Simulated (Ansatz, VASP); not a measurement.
# One calculation of SnGe2P2, two programs

```xyz
5
Lattice="-2.7254 2.7254 2.2955 2.7254 -2.7254 2.2955 2.7254 2.7254 -2.2955" Properties=species:S:1:pos:R:3 pbc="T T T"
Sn    0.0000    0.0000    0.0000
Ge    0.0000    2.7254    0.0000
Ge    2.7254    0.0000    0.0000
P     0.0000    2.7254    1.1477
P     2.7254    0.0000    1.1477
```

Alike in both runs: task relaxation of cell and atoms; functional PBE; k mesh 6 × 6 × 6; occupations gaussian, width 0.1 eV; no spin polarisation.

|  | VASP | Ansatz |
| --- | --- | --- |
| version | VASP 6.6.1 | Ansatz 0.2.0 |
| potentials or method | VASP PAW PBE potentials, release 64 (Sn_d, Ge_d, P), cutoff 600 eV | scalar-relativistic, plane waves, PAW |
| valence electrons in the cell | 52 | 52 |

```tsv
	VASP	Ansatz	Ansatz less VASP
gap on the k mesh at the Fermi level, each at its own relaxed structure (eV)	none	none	-
relaxed volume (Å³/atom)	27.84	30.22	+2.372
relaxed cell length with the largest relative difference (Å)	5.885	6.123	+0.2384
```

A gap of «none» marks a metal or a gap that the smearing closes. One of these differences is far larger than is usual between the two programs; its cause wasn't traced.

Noted on VASP's run: the volume moved by over 15 % at a fixed basis, so the end points are rough.
